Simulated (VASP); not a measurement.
Here is a VASP 6.6.1 calculation.

INCAR

```
SYSTEM = B
PREC = Accurate
ENCUT = 520
EDIFF = 1E-6
ISMEAR = -1
SIGMA = 0.1
LREAL = .FALSE.
LASPH = .TRUE.
NELM = 100
ALGO = Normal
ISIF = 2
LWAVE = .FALSE.
LCHARG = .FALSE.
GGA = PS
NBANDS = 8
```

KPOINTS

```
regular mesh
0
G
  21 21 21
  0 0 0
```

POSCAR

```
B
1.0
    0.0000000000      1.4279508811      1.4279508811
    1.4279508811      0.0000000000      1.4279508811
    1.4279508811      1.4279508811      0.0000000000
B
1
Direct
    0.0000000000      0.0000000000      0.0000000000
```

Potentials or basis: VASP PAW PBE potentials, release 64 (B).

Launch:

```sh
$ cat potpaw_PBE.64/B/POTCAR > POTCAR
$ mpirun -np 1 vasp_std > vasp.out
```

Problem. Predict the pressure.

Solution. 0.5 GPa.

Caveat: the PAW data sets were made with another functional, which shifts forces and pressure a little.
